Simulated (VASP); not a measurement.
The system is BaTiO3.

```xyz
5
Lattice="4.0524 0.0000 0.0000 0.0000 4.0524 0.0000 0.0000 0.0000 4.0709" Properties=species:S:1:pos:R:3 pbc="T T T"
Ba    0.0000    0.0000    0.0000
Ti    2.0262    2.0262    1.9947
O     0.0000    2.0262    2.1046
O     2.0262    0.0000    2.1046
O     2.0262    2.0262    0.0773
```

Base run:

```yaml
Program: VASP 6.6.1
Functional: BLYP
Dispersion: D4
Potentials_or_basis: VASP PAW PBE potentials, release 64 (Ba_sv, Ti_sv, O)
Cutoff: 520 eV
k_mesh: 7 × 7 × 7
Occupations: fermi-dirac, width 0.05 eV
Spin: no spin polarisation
```

Its results: band gap on the k mesh 1.80 eV, indirect (least direct gap 2.02 eV); pressure -1.9 GPa; largest force 0.466 eV/Å.

Task: After a change of settings the same cell gave: band gap on the k mesh 2.16 eV, indirect (least direct gap 2.39 eV); pressure -5.4 GPa; largest force 0.543 eV/Å. Which change was it?
A. functional from BLYP to r2SCAN; dispersion from D4 to none
B. functional from BLYP to PBE; dispersion from D4 to none
C. functional from BLYP to revPBE
D. functional from BLYP to RPBE; dispersion from D4 to D3(BJ)

Result: A.

Caveats: the PAW data sets were made with another functional, which shifts forces and pressure a little; spin-orbit coupling is left out, which moves the levels of the heavy elements.
